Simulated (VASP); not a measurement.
# MgS in VASP: further runs

MgS is run at these levels: PBE; tasks: single point.

Program: VASP 6.6.1. These are calculated values, not measurements. Logs are shortened: lines on timing, memory, paths and dates and some standing lists are left out, and cuts for length are marked.

### 1 The cell of the first run

Symmetry: Fm-3m, No. 225, cubic system. The conventional cell has a = 5.203 Å, b = 5.203 Å, c = 5.203 Å, α = 90.00°, β = 90.00°, γ = 90.00°. Mg (site symmetry m-3m) has 6 S at 2.60 Å within 3.4 Å. S (site symmetry m-3m) has 6 Mg at 2.60 Å within 3.4 Å.

### 2 Single point, PBE

INCAR

```
  PREC = Accurate
  ENCUT = 520
  EDIFF = 1E-6
  ISMEAR = -1
  SIGMA = 0.03
  LREAL = F
  LASPH = T
  NELM = 100
  ALGO = Normal
  ISIF = 2
  LWAVE = F
  LCHARG = T
  GGA = PE
  LELF = T
  LVHAR = T
  NBANDS = 11
```

KPOINTS

```
Automatic mesh
0
Gamma
  10 10 10
```

POSCAR

```
MgS
1.0
    0.0000000000      2.6016500000      2.6016500000
    2.6016500000      0.0000000000      2.6016500000
    2.6016500000      2.6016500000      0.0000000000
Mg S
1 1
Direct
    0.0000000000      0.0000000000      0.0000000000
    0.5000000000      0.5000000000      0.5000000000
```

Potentials or basis: VASP PAW PBE potentials, release 64 (Mg, S).

Run with:

```sh
> cat potpaw_PBE.64/Mg/POTCAR potpaw_PBE.64/S/POTCAR > POTCAR
> mpirun -np 1 vasp_std > vasp.out
```

OUTCAR:

```text
PREC = Accurate
   ENCUT = 520
   EDIFF = 1E-6
   ISMEAR = -1
   LREAL = F
   LASPH = T
   NELM = 100
   ISIF = 2
   GGA = PE

 ion  position               nearest neighbor table
   1  0.000  0.000  0.000-   2 2.60   2 2.60   2 2.60   2 2.60   2 2.60   2 2.60
   2  0.500  0.500  0.500-   1 2.60   1 2.60   1 2.60   1 2.60   1 2.60   1 2.60

  LATTYP: Found a face centered cubic cell.
 ALAT       =     5.2033000000

  Lattice vectors:

 A1 = (   0.0000000000,   2.6016500000,   2.6016500000)
 A2 = (   2.6016500000,   0.0000000000,   2.6016500000)
 A3 = (   2.6016500000,   2.6016500000,   0.0000000000)

Analysis of symmetry for initial positions (statically):
=====================================================================
 Subroutine PRICEL returns:
 Original cell was already a primitive cell.

 Routine SETGRP: Setting up the symmetry group for a
 face centered cubic supercell.

 Subroutine GETGRP returns: Found 48 space group operations
 (whereof 48 operations were pure point group operations)
 out of a pool of 48 trial point group operations.

The static configuration has the point symmetry O_h .

Analysis of symmetry for dynamics (positions and initial velocities):
=====================================================================
 Subroutine PRICEL returns:
 Original cell was already a primitive cell.

 Routine SETGRP: Setting up the symmetry group for a
 face centered cubic supercell.

 Subroutine GETGRP returns: Found 48 space group operations
 (whereof 48 operations were pure point group operations)
 out of a pool of 48 trial point group operations.

The dynamic configuration has the point symmetry O_h .

 Subroutine INISYM returns: Found 48 space group operations
 (whereof 48 operations are pure point group operations),
 and found     1 'primitive' translations

----------------------------------------------------------------------------------------

                                     Primitive cell

  volume of cell :      35.2190

  direct lattice vectors                    reciprocal lattice vectors
     0.000000000  2.601650000  2.601650000    -0.192185728  0.192185728  0.192185728
     2.601650000  0.000000000  2.601650000     0.192185728 -0.192185728  0.192185728
     2.601650000  2.601650000  0.000000000     0.192185728  0.192185728 -0.192185728

  length of vectors
     3.679288715  3.679288715  3.679288715     0.332875446  0.332875446  0.332875446

[... 86 lines left out ...]
   ISIF   =      2    stress and relaxation
   ISYM   =      2    0-nonsym 1-usesym 2-fastsym
   POTIM  = 0.5000    time-step for ionic-motion
   TEBEG  =    0.0;   TEEND  =   0.0 temperature during run
   PSTRESS=    0.0 pullay stress
   NELECT =       8.0000    total number of electrons
   NUPDOWN=      -1.0000    fix difference up-down
   EMIN   =  10.00;   EMAX   =-10.00  energy-range for DOS
   EFERMI =   0.00;   METHOD = LEGACY
   ISMEAR =    -1;   SIGMA  =   0.03  broadening in eV -4-tet -1-fermi 0-gaus
   EFERMI_NEDOS =   21; number of points for ismear=-14 and -15
   IALGO  =     38    algorithm
   IMIX   =      4    mixing-type and parameters
     AMIX     =   0.40;   BMIX     =  1.00
     AMIX_MAG =   1.60;   BMIX_MAG =  1.00
  volume/ion in A,a.u.               =      17.61       118.83
  Fermi-wavevector in a.u.,A,eV,Ry     =   0.998878  1.887606 13.575323  0.997758
  Thomas-Fermi vector in A             =   2.131131
   LORBIT       =      0    0 simple, 1 ext, 2 COOP (PROOUT), +10 PAW based schemes
   GGA     = PE    functional components
   LHFCALC =     F    Hartree Fock is set to
   AEXX    =    0.0000 exact exchange contribution
   IVDW    =     0    specifies the selected vdW correction
   LEPSILON=     F    determine dielectric tensor
   LRPA    =     F    only Hartree local field effects (RPA)
 non-spin polarized calculation
  energy-cutoff  :      520.00
  volume of cell :       35.22
 maximum number of plane-waves:       962
   NGX = 13   NGY = 13   NGZ = 13

 number of electron       8.0000000 magnetization

 Free energy of the ion-electron system (eV)
  ---------------------------------------------------
  ext. energy  EPLUGINS =         0.00000000
  ---------------------------------------------------
  free energy    TOTEN  =        -8.50207412 eV

  energy without entropy =       -8.50207411  energy(sigma->0) =       -8.50207412

 E-fermi :   4.3264     XC(G=0):  -9.6883

 val. band max:        3.7249460922   @ k =   0.0000   0.0000   0.0000
 cond. band min:       6.5006231669   @ k =   0.5000   0.5000   0.0000
 fundamental gap:      2.7756770747
 Fermi energy:         4.3264247280

 k-point     1 :       0.0000    0.0000    0.0000
  band No.  band energies     occupation
      1      -8.9419      2.00000
      2       3.7249      2.00000
      3       3.7249      2.00000
      4       3.7249      2.00000
      5       7.4352      0.00000
      6      11.6797      0.00000
      7      11.6797      0.00000
      8      11.6797      0.00000
      9      14.0749      0.00000
     10      14.0749      0.00000
     11      16.2633      0.00000
[... 309 lines left out ...]
 k-point    24 :       0.4000    0.3000    0.0000
  band No.  band energies     occupation
      1      -7.6602      2.00000
      2       0.1309      2.00000
      3       2.0902      2.00000
      4       2.3627      2.00000
      5       7.6668      0.00000
      6       8.9576      0.00000
      7      13.2215      0.00000
      8      14.2424      0.00000
      9      15.8120      0.00000
     10      16.9898      0.00000
     11      20.3554      0.00000

 [... further k-points ...]

------------------------ aborting loop because EDIFF is reached ----------------------------------------

  FORCE on cell =-STRESS in cart. coord.  units (eV):
  Direction    XX          YY          ZZ          XY          YZ          ZX
  --------------------------------------------------------------------------------------
  -------------------------------------------------------------------------------------
  Total        0.1886762      0.1886762      0.1886762      0.0000000     -0.0000000      0.0000000
  in kB        8.5832389      8.5832389      8.5832389      0.0000000     -0.0000000      0.0000000
  external PRESSURE =       8.5832389 kB  Pullay stress =       0.0000000 kB

 VOLUME and BASIS-vectors are now :
 -----------------------------------------------------------------------------
  energy-cutoff  :      520.00
  volume of cell :       35.22
      direct lattice vectors                 reciprocal lattice vectors
     0.000000000  2.601650000  2.601650000    -0.192185728  0.192185728  0.192185728
     2.601650000  0.000000000  2.601650000     0.192185728 -0.192185728  0.192185728
     2.601650000  2.601650000  0.000000000     0.192185728  0.192185728 -0.192185728

 POSITION                                       TOTAL-FORCE (eV/Angst)
 -----------------------------------------------------------------------------------
      0.00000      0.00000      0.00000        -0.000000     -0.000000      0.000000
      2.60165      2.60165      2.60165         0.000000      0.000000     -0.000000
 -----------------------------------------------------------------------------------
    total drift:                                0.000000      0.000000      0.000000

  FREE ENERGIE OF THE ION-ELECTRON SYSTEM (eV)
  ---------------------------------------------------
  free  energy   TOTEN  =        -8.5020741150 eV

  energy  without entropy=       -8.5020741150  energy(sigma->0) =       -8.50207412
```

OSZICAR:

```text
N       E                     dE             d eps       ncg     rms          rms(c)
DAV:   1     0.221983481618E+02    0.22198E+02   -0.36078E+03  1082   0.593E+02
DAV:   2    -0.753342075603E+01   -0.29732E+02   -0.28288E+02  1374   0.102E+02
DAV:   3    -0.889998467555E+01   -0.13666E+01   -0.13642E+01  1306   0.230E+01
DAV:   4    -0.890743308781E+01   -0.74484E-02   -0.74476E-02  1205   0.200E+00
DAV:   5    -0.890749638382E+01   -0.63296E-04   -0.63295E-04  1322   0.184E-01    0.441E+00
DAV:   6    -0.854234918662E+01    0.36515E+00   -0.78823E-01  1163   0.350E+00    0.345E+00
DAV:   7    -0.850226776141E+01    0.40081E-01   -0.21713E-01  1232   0.202E+00    0.227E+00
DAV:   8    -0.850235363248E+01   -0.85871E-04   -0.14688E-02  1145   0.735E-01    0.986E-01
DAV:   9    -0.850206296739E+01    0.29067E-03   -0.78063E-04  1178   0.161E-01    0.352E-01
DAV:  10    -0.850207822801E+01   -0.15261E-04   -0.24330E-04  1200   0.713E-02    0.471E-02
DAV:  11    -0.850207423280E+01    0.39952E-05   -0.22743E-05  1220   0.208E-02    0.209E-02
DAV:  12    -0.850207411501E+01    0.11779E-06   -0.78623E-07   795   0.553E-03
   1 F= -.85020741E+01 E0= -.85020741E+01  d E =-.166224E-10
```

It took 10 s on 1 thread of Intel Xeon Platinum 8559C (Emerald Rapids), shared host; peak memory 0.16 GiB.

What came out:

* Free energy: -8.5021 eV
* Pressure: 0.9 GPa
* Band gap on the k mesh: 2.78 eV, indirect (least direct gap 3.71 eV)

Levels at points of the mesh, in eV from the valence-band top:
| k point | band 2 | band 3 | band 4 | band 5 | band 6 | band 7 |
| --- | --- | --- | --- | --- | --- | --- |
| (0.00, 0.00, 0.00) | 0.00 | 0.00 | 0.00 | 3.71 | 7.95 | 7.95 |
| (0.50, 0.00, 0.00) | -4.83 | -0.59 | -0.59 | 4.55 | 6.91 | 6.91 |
| (0.50, 0.50, 0.00) | -4.19 | -1.68 | -1.68 | 2.78 | 4.40 | 12.00 |

### 3 Single point, PBE

INCAR

```
SYSTEM = MgS
PREC = Accurate ; ENCUT = 520
EDIFF = 1E-6 ; ISMEAR = -1
SIGMA = 0.03 ; LREAL = .False.
LASPH = .True. ; NELM = 80
ALGO = Normal ; ISIF = 2
LWAVE = .False. ; LCHARG = .False.
GGA = PE ; NBANDS = 11
```

KPOINTS

```
Automatic mesh
0
Gamma
  10 10 10
  0 0 0
```

POSCAR is that of step 2.

Potentials or basis: VASP PAW PBE potentials, release 64 (Mg, S).

Run with:

```sh
> cat potpaw_PBE.64/Mg/POTCAR potpaw_PBE.64/S/POTCAR > POTCAR
> mpirun -np 1 vasp_std > vasp.out
```

OUTCAR:

```text
SYSTEM = MgS
   PREC = Accurate
   ENCUT = 520
   EDIFF = 1E-6
   ISMEAR = -1
   LREAL = .False.
   LASPH = .True.
   NELM = 80
   ISIF = 2
   GGA = PE

 ion  position               nearest neighbor table
   1  0.000  0.000  0.000-   2 2.60   2 2.60   2 2.60   2 2.60   2 2.60   2 2.60
   2  0.500  0.500  0.500-   1 2.60   1 2.60   1 2.60   1 2.60   1 2.60   1 2.60

  LATTYP: Found a face centered cubic cell.
 ALAT       =     5.2033000000

  Lattice vectors:

[... 520 lines left out ...]
 [... further k-points ...]

------------------------ aborting loop because EDIFF is reached ----------------------------------------

  FORCE on cell =-STRESS in cart. coord.  units (eV):
  Direction    XX          YY          ZZ          XY          YZ          ZX
  --------------------------------------------------------------------------------------
  -------------------------------------------------------------------------------------
  Total        0.1886762      0.1886762      0.1886762      0.0000000     -0.0000000      0.0000000
  in kB        8.5832389      8.5832389      8.5832389      0.0000000     -0.0000000      0.0000000
  external PRESSURE =       8.5832389 kB  Pullay stress =       0.0000000 kB

 VOLUME and BASIS-vectors are now :
 -----------------------------------------------------------------------------
  energy-cutoff  :      520.00
  volume of cell :       35.22
      direct lattice vectors                 reciprocal lattice vectors
     0.000000000  2.601650000  2.601650000    -0.192185728  0.192185728  0.192185728
     2.601650000  0.000000000  2.601650000     0.192185728 -0.192185728  0.192185728
     2.601650000  2.601650000  0.000000000     0.192185728  0.192185728 -0.192185728

 POSITION                                       TOTAL-FORCE (eV/Angst)
 -----------------------------------------------------------------------------------
      0.00000      0.00000      0.00000        -0.000000     -0.000000      0.000000
      2.60165      2.60165      2.60165         0.000000      0.000000     -0.000000
 -----------------------------------------------------------------------------------
    total drift:                                0.000000      0.000000      0.000000

  FREE ENERGIE OF THE ION-ELECTRON SYSTEM (eV)
  ---------------------------------------------------
  free  energy   TOTEN  =        -8.5020741150 eV

  energy  without entropy=       -8.5020741150  energy(sigma->0) =       -8.50207412
```

stdout:

```text
POSCAR found type information on POSCAR MgS
 POSCAR found :  2 types and       2 ions
 scaLAPACK will be used
 LDA part: xc-table for (Slater+PW92), standard interpolation
 POSCAR, INCAR and KPOINTS ok, starting setup
 FFT: planning ... GRIDC
 FFT: planning ... GRID_SOFT
 FFT: planning ... GRID
 WAVECAR not read
 entering main loop
```

It took 11 s on 1 thread of Intel Xeon Platinum 8559C (Emerald Rapids), shared host; peak memory 0.16 GiB.

Results:

| Property | Result |
| --- | --- |
| Free energy | -8.5021 eV |
| Pressure | 0.9 GPa |
| Band gap on the k mesh | 2.78 eV, indirect (least direct gap 3.71 eV) |

### 4 Single point, PBE (x and y stretched by -3 %, z held)

INCAR

```
  PREC = Accurate
  ENCUT = 520
  EDIFF = 1E-6
  ISMEAR = -1
  SIGMA = 0.03
  LREAL = False
  LASPH = True
  NELM = 80
  ALGO = Normal
  ISIF = 2
  LWAVE = False
  LCHARG = False
  GGA = PE
  NBANDS = 11
```

KPOINTS

```
Automatic mesh
0
Gamma
  10 10 10
```

POSCAR

```
MgS
1.0
    0.0000000000      2.5236005000      2.6016500000
    2.5236005000      0.0000000000      2.6016500000
    2.5236005000      2.5236005000      0.0000000000
Mg S
1 1
Direct
    0.0000000000      0.0000000000      0.0000000000
    0.5000000000      0.5000000000      0.5000000000
```

Run with:

```sh
> cat potpaw_PBE.64/Mg/POTCAR potpaw_PBE.64/S/POTCAR > POTCAR
> mpirun -np 1 vasp_std > vasp.out
```

Run time: 20 s. Hardware: 1 thread of Intel Xeon Platinum 8559C (Emerald Rapids), shared host; peak memory 0.18 GiB.

It converged, with:

* Free energy: -8.4481 eV
* Pressure: 6.4 GPa
* Band gap on the k mesh: 2.77 eV, indirect (least direct gap 4.13 eV)

Stress tensor (GPa, compression positive):
```
7.85 0.00 0.00
0.00 7.85 0.00
0.00 0.00 3.59
```

Levels at points of the mesh, in eV from the valence-band top:
```csv
k point,band 2,band 3,band 4,band 5,band 6,band 7
"(0.00, 0.00, 0.00)",-0.12,-0.12,0.00,4.13,7.61,7.94
"(0.50, 0.00, 0.00)",-5.24,-0.80,-0.69,4.54,6.75,7.07
"(0.50, 0.50, 0.00)",-4.63,-1.80,-1.80,2.96,4.19,12.33
"(0.50, 0.00, 0.50)",-4.59,-2.09,-1.82,2.77,4.09,12.63
```

Caveat: the cell differs from its parent crystal (x and y stretched by -3 %, z held).
